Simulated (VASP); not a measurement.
P:

```xyz
1
Lattice="2.4437 0.0000 0.0000 0.0000 2.4437 0.0000 0.0000 0.0000 2.4437" Properties=species:S:1:pos:R:3 pbc="T T T"
P     0.0000    0.0000    0.0000
```

Base run:

```yaml
Program: VASP 6.6.1
Functional: PBE
Potentials_or_basis: VASP PAW PBE potentials, release 64 (P)
Cutoff: 520 eV
k_mesh: 21 × 21 × 21
Occupations: fermi-dirac, width 0.1 eV
Spin: no spin polarisation
```

Its results: pressure 0.3 GPa.

The run is repeated on the same cell with these changes: k mesh from 21 × 21 × 21 to 12 × 12 × 12. What comes out?

Pressure -0.3 GPa.
